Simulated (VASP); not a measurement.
# Zr2Cu3Sb3 in VASP: notebook, part 2 of 2

VASP 6.6.1. The steps go on from the part before.

### Step 3. Single point, PBE (atoms moved at random)

Contents of INCAR:

```
  PREC = Accurate
  ENCUT = 520
  EDIFF = 1E-6
  ISMEAR = -1
  SIGMA = 0.05
  LREAL = False
  LASPH = True
  NELM = 80
  ALGO = Fast
  ISIF = 2
  LWAVE = False
  LCHARG = False
  GGA = PE
  NBANDS = 46
```

Contents of KPOINTS:

```
regular mesh
0
Gamma
  6 6 3
```

Contents of POSCAR:

```
Zr2Cu3Sb3
1.0
    4.2696600000      0.0000000000      0.0000000000
    0.0000000000      4.2696600000      0.0000000000
    0.0000000000      0.0000000000      8.5787510000
Sb Zr Cu
3 2 3
Direct
    0.0009640000     -0.0033830000      0.6609630000
   -0.0057870000      0.5071080000      0.0204500000
    0.5085270000      0.0008080000      0.0223230000
   -0.0015300000     -0.0053970000      0.2747720000
    0.4949450000      0.5030670000      0.7401190000
    0.5047290000      0.4943910000      0.3343160000
   -0.0086570000      0.4953220000      0.4808670000
    0.5147160000     -0.0027040000      0.4863880000
```

Potentials or basis: VASP PAW PBE potentials, release 64 (Sb, Zr_sv, Cu).

Started as:

```bash
$ cat potpaw_PBE.64/Sb/POTCAR potpaw_PBE.64/Zr_sv/POTCAR potpaw_PBE.64/Cu/POTCAR > POTCAR
$ mpirun -np 1 vasp_std > vasp.out
```

OUTCAR:

```text
PREC = Accurate
   ENCUT = 520
   EDIFF = 1E-6
   ISMEAR = -1
   LREAL = False
   LASPH = True
   NELM = 80
   ISIF = 2
   GGA = PE

 ion  position               nearest neighbor table
   1  0.001  0.997  0.661-   8 2.56   7 2.63   7 2.64   8 2.66   5 3.06   5 3.09   5 3.10   5 3.13
                             4 3.31   2 3.73   3 3.75   2 3.78   3 3.78
   2  0.994  0.507  0.020-   3 2.96   3 3.00   4 3.02   3 3.04   3 3.08   4 3.09   5 3.21   5 3.22
                             1 3.73   1 3.78
   3  0.509  0.001  0.022-   2 2.96   2 3.00   4 3.01   2 3.04   4 3.07   2 3.08   5 3.22   5 3.23
                             1 3.75   1 3.78
   4  0.998  0.995  0.275-   8 2.75   7 2.77   7 2.77   8 2.86   3 3.01   2 3.02   6 3.04   6 3.04
                             3 3.07   6 3.08   6 3.08   2 3.09   1 3.31
   5  0.495  0.503  0.740-   8 3.03   1 3.06   8 3.07   7 3.07   1 3.09   7 3.09   1 3.10   1 3.13
                             2 3.21   2 3.22   3 3.22   3 3.23
   6  0.505  0.494  0.334-   7 2.43   8 2.49   8 2.51   7 2.53   4 3.04   4 3.04   4 3.08   4 3.08

   7  0.991  0.495  0.481-   6 2.43   6 2.53   1 2.63   1 2.64   4 2.77   4 2.77   5 3.07   5 3.09

   8  0.515  0.997  0.486-   6 2.49   6 2.51   1 2.56   1 2.66   4 2.75   4 2.86   5 3.03   5 3.07

  LATTYP: Found a simple tetragonal cell.
 ALAT       =     4.2696600000
 C/A-ratio  =     2.0092351616
[... 206 lines left out ...]
      5     -18.7384      2.00000
      6     -18.0201      2.00000
[... 1165 lines left out ...]
     45      12.1191      0.00000
     46      12.6253      0.00000

 [... further k-points ...]

------------------------ aborting loop because EDIFF is reached ----------------------------------------

  FORCE on cell =-STRESS in cart. coord.  units (eV):
  Direction    XX          YY          ZZ          XY          YZ          ZX
  --------------------------------------------------------------------------------------
  -------------------------------------------------------------------------------------
  Total        0.8726863      0.5455982      0.4059258     -0.0570806     -0.0432809      0.5205763
  in kB        8.9404239      5.5894985      4.1585949     -0.5847749     -0.4434009      5.3331567
  external PRESSURE =       6.2295058 kB  Pullay stress =       0.0000000 kB

 VOLUME and BASIS-vectors are now :
 -----------------------------------------------------------------------------
  energy-cutoff  :      520.00
  volume of cell :      156.39
      direct lattice vectors                 reciprocal lattice vectors
     4.269660000  0.000000000  0.000000000     0.234210687  0.000000000  0.000000000
     0.000000000  4.269660000  0.000000000     0.000000000  0.234210687  0.000000000
     0.000000000  0.000000000  8.578751000     0.000000000  0.000000000  0.116567085

 POSITION                                       TOTAL-FORCE (eV/Angst)
 -----------------------------------------------------------------------------------
      0.00412      4.25522      5.67024         0.227153      0.058714      0.303433
      4.24495      2.16518      0.17544         0.333095     -0.284798     -0.130992
      2.17124      0.00345      0.19150        -0.436399      0.155513     -0.179234
      4.26313      4.24662      2.35720         0.299021      0.107833     -0.269968
      2.11325      2.14793      6.34930         0.020135     -0.066405      0.553309
      2.15502      2.11088      2.86801        -0.286632      0.047639     -0.019229
      4.23270      2.11486      4.12524         0.226372      0.011445      0.008358
      2.19766      4.25811      4.17260        -0.382746     -0.029942     -0.265676
 -----------------------------------------------------------------------------------
    total drift:                               -0.000847      0.002041      0.009045

  FREE ENERGIE OF THE ION-ELECTRON SYSTEM (eV)
  ---------------------------------------------------
  free  energy   TOTEN  =       -42.3405942388 eV

  energy  without entropy=      -42.2922089679  energy(sigma->0) =      -42.31640160
```

Wall time 18 min (1 thread of Intel Xeon Platinum 8488C (Sapphire Rapids), shared host); peak memory 0.49 GiB.

What came out:

| Property | Result |
| --- | --- |
| Free energy | -42.3406 eV |
| Pressure | 0.6 GPa |
| Largest force | 0.558 eV/Å |
| Band gap on the k mesh | zero (bands 36 and 37 overlap by 0.89 eV) |

Forces in eV/Å, atoms in the order of the input:
```
Sb   0.227  0.059  0.303
Sb   0.333 -0.285 -0.131
Sb  -0.436  0.156 -0.179
Zr   0.299  0.108 -0.270
Zr   0.020 -0.066  0.553
Cu  -0.287  0.048 -0.019
Cu   0.226  0.011  0.008
Cu  -0.383 -0.030 -0.266
```

Stress tensor (GPa, compression positive):
```
 0.89 -0.06  0.53
-0.06  0.56 -0.04
 0.53 -0.04  0.42
```

Levels at points of the mesh, in eV from the Fermi level:
```
           k point  band 33  band 34  band 35  band 36  band 37  band 38  band 39  band 40
(0.00, 0.00, 0.00)    -1.69    -1.51    -0.08     0.34     0.35     0.44     0.45     1.76
(0.50, 0.00, 0.00)    -1.47    -1.42    -0.83    -0.30    -0.20    -0.10     0.73     1.07
(0.00, 0.50, 0.00)    -1.50    -1.37    -0.81    -0.26    -0.23    -0.12     0.68     1.06
(0.50, 0.50, 0.00)    -2.12    -2.11    -0.88    -0.83    -0.54     1.18     1.34     1.89
```

Caveat: the cell differs from its parent crystal (atoms moved at random); spin-orbit coupling is left out, which moves the levels of the heavy elements.
